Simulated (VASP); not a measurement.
## Y3Zr4: single point with PBE

The system is Y3Zr4.

```xyz
7
Lattice="6.0527 0.0000 0.0000 0.0000 6.0527 0.0000 0.0000 0.0000 6.0527" Properties=species:S:1:pos:R:3 pbc="T T T"
Y     0.0000    0.0000    3.0264
Y     3.0264    0.0000    0.0000
Y     0.0000    3.0264    0.0000
Zr    4.0059    2.0468    2.0468
Zr    2.0468    4.0059    2.0468
Zr    2.0468    2.0468    4.0059
Zr    4.0059    4.0059    4.0059
```

The cell was built from a structure type or drawn by symmetry, and may not be a known phase.

```json
{"Program": "VASP 6.6.1", "Task": "single point", "Functional": "PBE", "Potentials or basis": "VASP PAW PBE potentials, release 64 (Y_sv, Zr_sv)", "Cutoff": "520 eV", "k mesh": "4 × 4 × 4", "Occupations": "gaussian, width 0.1 eV", "Spin": "collinear spin", "Starting moments": "[0.0, 0.0, 0.0, 1.0, 1.0, 1.0, 1.0] μB"}
```

* Pressure: 0.2 GPa
* Largest force: 0.011 eV/Å
* Net moment: 0.00 μB per cell
* Valence electrons inside the program's atomic spheres: Y 9.45; Zr 10.09

Forces in eV/Å, atoms in the order of the input:
```
Y    0.000  0.000  0.000
Y    0.000  0.000  0.000
Y    0.000  0.000  0.000
Zr   0.006 -0.006 -0.006
Zr  -0.006  0.006 -0.006
Zr  -0.006 -0.006  0.006
Zr   0.006  0.006  0.006
```

Levels at points of the mesh, in eV from the Fermi level:
Spin up:
```csv
k point,band 37,band 38,band 39,band 40,band 41,band 42,band 43,band 44,band 45,band 46
"(0.00, 0.00, 0.00)",-0.56,-0.56,-0.45,-0.45,-0.23,0.10,0.10,0.10,2.03,2.03
"(0.50, 0.00, 0.00)",-0.40,-0.31,-0.13,-0.13,0.12,0.23,0.37,0.37,0.84,0.84
"(0.50, 0.50, 0.00)",-0.26,-0.26,-0.22,-0.16,-0.11,0.31,0.43,0.43,0.71,0.84
"(0.50, 0.50, 0.50)",-0.51,-0.51,-0.51,-0.48,-0.48,-0.01,-0.01,-0.01,0.55,0.55
```
Spin down:
```
           k point  band 38  band 39  band 40  band 41  band 42  band 43  band 44  band 45
(0.00, 0.00, 0.00)    -0.56    -0.45    -0.45    -0.23     0.10     0.10     0.10     2.03
(0.50, 0.00, 0.00)    -0.31    -0.13    -0.13     0.12     0.23     0.37     0.37     0.84
(0.50, 0.50, 0.00)    -0.26    -0.22    -0.15    -0.11     0.31     0.43     0.43     0.71
(0.50, 0.50, 0.50)    -0.51    -0.51    -0.47    -0.47    -0.01    -0.01    -0.01     0.55
```

Wall time 4.7 min on 1 thread of Intel(R) Xeon(R) Platinum 8375C CPU @ 2.90GHz (Ice Lake), on a shared host, peak memory 0.5 GiB.
